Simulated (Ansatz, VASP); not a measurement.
One calculation of CdTe, two programs

```xyz
2
Lattice="0.0000 3.1088 3.2531 3.1088 0.0000 3.2531 3.1088 3.1088 0.0000" Properties=species:S:1:pos:R:3 pbc="T T T"
Cd    0.0000    0.0000    0.0000
Te    4.6633    4.6633    4.8796
```

Change from the starting cell: strain -0.030 along x and y, +0.015 along z, atoms carried along.

Alike in both runs: task single point; functional PBE; k mesh 8 × 8 × 8; occupations gaussian, width 0.05 eV; no spin polarisation.

|  | VASP | Ansatz |
| --- | --- | --- |
| version | VASP 6.6.1 | Ansatz 0.2.0 |
| potentials or method | VASP PAW PBE potentials, release 64 (Cd, Te), cutoff 520 eV | scalar-relativistic, plane waves, PAW |
| valence electrons in the cell | 18 | 36 |

```tsv
	VASP	Ansatz	Ansatz less VASP
gap on the k mesh at the Fermi level (eV)	0.95	0.95	-0.002
least direct gap on the mesh (eV)	0.95	0.95	-0.002
pressure (GPa)	7.1	6.9	-0.19
traceless stress, the component that is largest in VASP (GPa)	-0.37	-0.38	-0.003
```

The functional is the same, so the differences come from potentials, cutoffs and numerics. VASP's potentials hold 18 valence electrons a cell and Ansatz's 36, so a difference there can come from the potentials and not from the codes.

Neither program's run includes spin-orbit coupling.
